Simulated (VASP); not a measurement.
# Sn in VASP: a series of runs

The runs below take Sn through relaxation of cell and atoms, single point, with revPBE+D4, RPBE, PBEsol.

Everything below comes from runs of VASP 6.6.1. Logs are shortened: lines on timing, memory, paths and dates and some standing lists are left out, and cuts for length are marked.

**1. The cell of the first run**

Symmetry: I4_1/amd, No. 141, tetragonal system. The conventional cell has a = 5.880 Å, b = 5.880 Å, c = 3.199 Å, α = 90.00°, β = 90.00°, γ = 90.00°. Sn (site symmetry -4m2) has 10 Sn at 3.05 to 3.79 Å within 4.0 Å.

**2. Relaxation of cell and atoms, revPBE+D4**

Contents of INCAR:

```
ALGO = Normal
EDIFF = 1E-6
EDIFFG = -0.01
ENCUT = 600
GGA = RE
IBRION = 2
ISIF = 3
ISMEAR = -1
IVDW = 13
LASPH = True
LCHARG = False
LREAL = False
LWAVE = False
NELM = 100
NSW = 80
PREC = Accurate
SIGMA = 0.05
```

Contents of KPOINTS:

```
k-points
0
Gamma
  9 9 9
```

Contents of POSCAR:

```
Sn
1.0
   -2.9401404553      2.9401404553      1.5993019889
    2.9401404553     -2.9401404553      1.5993019889
    2.9401404553      2.9401404553     -1.5993019889
Sn
2
Direct
    0.0000000000      0.0000000000      0.0000000000
    0.7500000000      0.2500000000      0.5000000000
```

Potentials or basis: VASP PAW PBE potentials, release 64 (Sn_d).

Launch:

```
cat potpaw_PBE.64/Sn_d/POTCAR > POTCAR
mpirun -np 1 vasp_std > vasp.out
```

OUTCAR:

```text
EDIFF = 1E-6
   EDIFFG = -0.01
   ENCUT = 600
   GGA = RE
   IBRION = 2
   ISIF = 3
   ISMEAR = -1
   IVDW = 13
   LASPH = True
   LREAL = False
   NELM = 100
   NSW = 80
   PREC = Accurate

 ion  position               nearest neighbor table
   1  0.000  0.000  0.000-   2 3.05   2 3.05   2 3.05   2 3.05
   2  0.750  0.250  0.500-   1 3.05   1 3.05   1 3.05   1 3.05

  LATTYP: Found a body centered tetragonal cell.
 ALAT       =     5.8802809106
 C/A-ratio  =     0.5439542815

  Lattice vectors:

 A1 = (  -2.9401404553,   2.9401404553,   1.5993019889)
 A2 = (   2.9401404553,  -2.9401404553,   1.5993019889)
 A3 = (   2.9401404553,   2.9401404553,  -1.5993019889)

Analysis of symmetry for initial positions (statically):
=====================================================================
 Subroutine PRICEL returns:
 Original cell was already a primitive cell.

 Routine SETGRP: Setting up the symmetry group for a
 body centered tetragonal supercell.

 Subroutine GETGRP returns: Found 16 space group operations
 (whereof  8 operations were pure point group operations)
 out of a pool of 16 trial point group operations.

The static configuration has the point symmetry D_2d.
 The point group associated with its full space group is D_4h.

Analysis of symmetry for dynamics (positions and initial velocities):
=====================================================================
 Subroutine PRICEL returns:
 Original cell was already a primitive cell.

 Routine SETGRP: Setting up the symmetry group for a
 body centered tetragonal supercell.

 Subroutine GETGRP returns: Found 16 space group operations
 (whereof  8 operations were pure point group operations)
 out of a pool of 16 trial point group operations.

The dynamic configuration has the point symmetry D_2d.
 The point group associated with its full space group is D_4h.

 Subroutine INISYM returns: Found 16 space group operations
 (whereof  8 operations are pure point group operations),
 and found     1 'primitive' translations

----------------------------------------------------------------------------------------

                                     Primitive cell

  volume of cell :      55.3002

  direct lattice vectors                    reciprocal lattice vectors
    -2.940140455  2.940140455  1.599301989     0.000000000  0.170059903  0.312636390
     2.940140455 -2.940140455  1.599301989     0.170059903  0.000000000  0.312636390
     2.940140455  2.940140455 -1.599301989     0.170059903  0.170059903  0.000000000

  length of vectors
     4.454954393  4.454954393  4.454954393     0.355895888  0.355895888  0.240501021

  position of ions in fractional coordinates (direct lattice)
     0.000000000  0.000000000  0.000000000
     0.750000000  0.250000000  0.500000000

  ion indices of the primitive-cell ions
[... 64 lines left out ...]
   NGXF,Y,Z  is equivalent  to a cutoff of  26.87, 26.87, 26.87 a.u.
 SYSTEM =  unknown system
   PREC   = accura    normal or accurate (medium, high low for compatibility)
   ISTART =      0    job   : 0-new  1-cont  2-samecut
   ICHARG =      2    charge: 1-file 2-atom 10-const
   ISPIN  =      1    spin polarized calculation?
   LNONCOLLINEAR =      F non collinear calculations
   LSORBIT =      F    spin-orbit coupling
   LASPH  =      T    aspherical Exc in radial PAW
   ENCUT  =  600.0 eV  44.10 Ry    6.64 a.u.   8.90  8.90  8.90*2*pi/ulx,y,z
   NELM   =    100;   NELMIN=  2; NELMDL= -5     # of ELM steps
   EDIFF  = 0.1E-05   stopping-criterion for ELM
   LREAL  =      F    real-space projection
   EDIFFG = -.1E-01   stopping-criterion for IOM
   NSW    =     80    number of steps for IOM
   IBRION =      2    ionic relax: 0-MD 1-quasi-New 2-CG
   NFREE  =      1    steps in history (QN), initial steepest desc. (CG)
   ISIF   =      3    stress and relaxation
   ISYM   =      2    0-nonsym 1-usesym 2-fastsym
   POTIM  = 0.5000    time-step for ionic-motion
   TEBEG  =    0.0;   TEEND  =   0.0 temperature during run
   PSTRESS=    0.0 pullay stress
   NELECT =      28.0000    total number of electrons
   NUPDOWN=      -1.0000    fix difference up-down
   EMIN   =  10.00;   EMAX   =-10.00  energy-range for DOS
   EFERMI =   0.00;   METHOD = LEGACY
   ISMEAR =    -1;   SIGMA  =   0.05  broadening in eV -4-tet -1-fermi 0-gaus
   EFERMI_NEDOS =   21; number of points for ismear=-14 and -15
   IALGO  =     38    algorithm
   IMIX   =      4    mixing-type and parameters
     AMIX     =   0.40;   BMIX     =  1.00
     AMIX_MAG =   1.60;   BMIX_MAG =  1.00
  volume/ion in A,a.u.               =      27.65       186.59
  Fermi-wavevector in a.u.,A,eV,Ry     =   1.304824  2.465760 23.164816  1.702566
  Thomas-Fermi vector in A             =   2.435734
   LORBIT       =      0    0 simple, 1 ext, 2 COOP (PROOUT), +10 PAW based schemes
   GGA     = RE    functional components
   LHFCALC =     F    Hartree Fock is set to
   AEXX    =    0.0000 exact exchange contribution
   IVDW    =    13    specifies the selected vdW correction
   LEPSILON=     F    determine dielectric tensor
   LRPA    =     F    only Hartree local field effects (RPA)
 conjugate gradient relaxation of ions
 non-spin polarized calculation
  energy-cutoff  :      600.00
  volume of cell :       55.30
 maximum number of plane-waves:      1880
   NGX = 17   NGY = 17   NGZ = 17

--------------------------------------- Ionic step        1  -------------------------------------------

 number of electron      27.9999989 magnetization

 Free energy of the ion-electron system (eV)
  ---------------------------------------------------
  ext. energy  EPLUGINS =         0.00000000
  ---------------------------------------------------
  free energy    TOTEN  =        -6.96861125 eV

  energy without entropy =       -6.96107319  energy(sigma->0) =       -6.96484222

------------------------ aborting loop because EDIFF is reached ----------------------------------------

  DFT-D4 for vdW energy calculation

  Edisp (eV):   -1.26271
[... 191 lines left out ...]
--------------------------------------- Ionic step        6  -------------------------------------------

 number of electron      27.9999999 magnetization

 Free energy of the ion-electron system (eV)
  ---------------------------------------------------
  ext. energy  EPLUGINS =         0.00000000
  ---------------------------------------------------
  free energy    TOTEN  =        -6.94777267 eV

  energy without entropy =       -6.93981509  energy(sigma->0) =       -6.94379388

 E-fermi :   8.1051     XC(G=0): -10.2545

 val. band max:        8.0727880925   @ k =   0.2222   0.1111   0.0000
 cond. band min:       8.1114117037   @ k =  -0.2222   0.4444   0.2222
 fundamental gap:      0.0386236111
 Fermi energy:         8.1051123019

 k-point     1 :       0.0000    0.0000    0.0000
  band No.  band energies     occupation
      1     -13.6240      2.00000
      2     -13.5515      2.00000
      3     -13.5002      2.00000
      4     -13.4974      2.00000
      5     -13.3388      2.00000
      6     -13.3388      2.00000
[... 481 lines left out ...]
      5     -13.3705      2.00000
      6     -13.3637      2.00000
[... 10 lines left out ...]
     17      12.0539      0.00000
     18      12.9122      0.00000

 [... further k-points ...]

------------------------ aborting loop because EDIFF is reached ----------------------------------------

  DFT-D4 for vdW energy calculation

  Edisp (eV):   -1.28743
[... 25 lines left out ...]
  FREE ENERGIE OF THE ION-ELECTRON SYSTEM (eV)
  ---------------------------------------------------
  free  energy   TOTEN  =        -8.2351983769 eV

  energy  without entropy=       -8.2272407986  energy(sigma->0) =       -8.23121959

 reached required accuracy - stopping structural energy minimisation
```

OSZICAR:

```text
N       E                     dE             d eps       ncg     rms          rms(c)
DAV:   1     0.208927683114E+03    0.20893E+03   -0.16236E+04  2702   0.262E+03
DAV:   2     0.116669198763E+02   -0.19726E+03   -0.19511E+03  2702   0.471E+02
[... 41 lines left out ...]
   5 F= -.82351908E+01 E0= -.82312560E+01  d E =-.997089E-04
       N       E                     dE             d eps       ncg     rms          rms(c)
DAV:   1    -0.694812386707E+01   -0.48447E-03   -0.99010E-03  3002   0.895E-01    0.936E-02
DAV:   2    -0.694789686594E+01    0.22700E-03   -0.50379E-04  3172   0.398E-01    0.578E-02
DAV:   3    -0.694776984775E+01    0.12702E-03   -0.27015E-04  3564   0.264E-01    0.721E-03
DAV:   4    -0.694777304896E+01   -0.32012E-05   -0.47118E-05  2804   0.885E-02    0.426E-03
DAV:   5    -0.694777266868E+01    0.38028E-06   -0.11227E-06  1476   0.181E-02
   6 F= -.82351984E+01 E0= -.82312196E+01  d E =-.107314E-03
```

Run time: 3.5 min. Hardware: 1 thread of Intel Xeon Platinum 8488C (Sapphire Rapids), shared host; peak memory 0.25 GiB.

What came out:

- Free energy: -8.2352 eV
- Relaxed volume: 27.09 Å³/atom
- Relaxed cell: a = 4.431 Å, b = 4.431 Å, c = 4.431 Å, α = 97.32°, β = 97.32°, γ = 138.17°
- Space group after relaxing (to 0.1 Å): I4_1/amd (No. 141)
- Energy gained by relaxing: 1.9 meV/atom
- Ionic steps: 6
- Pressure after relaxing: 0.0 GPa
- Band gap on the k mesh: zero (bands 14 and 15 overlap by 4.03 eV)
- Dispersion energy per atom: -0.644 eV

The path:
```
step  energy change (eV)  largest force (eV/Å)  pressure (GPa)  volume (Å³)
   1              0.0000                0.0000           -1.04        55.30
   2             -0.0035                0.0000            0.35        53.87
   3             -0.0038                0.0000            0.02        54.19
   4             -0.0038                0.0000            0.05        54.17
   5             -0.0039                0.0000            0.05        54.18
   6             -0.0039                0.0000            0.03        54.18
```

Final structure:
```
Sn
1.0
    -2.92658    2.92658    1.58151
     2.92658   -2.92658    1.58151
     2.92658    2.92658   -1.58151
Sn
2
Direct
  0.00000 0.00000 0.00000
  0.75000 0.25000 0.50000
```

Caveat: the PAW data sets were made with another functional, which shifts forces and pressure a little; spin-orbit coupling is left out, which moves the levels of the heavy elements.

[end of part 1 of 2]
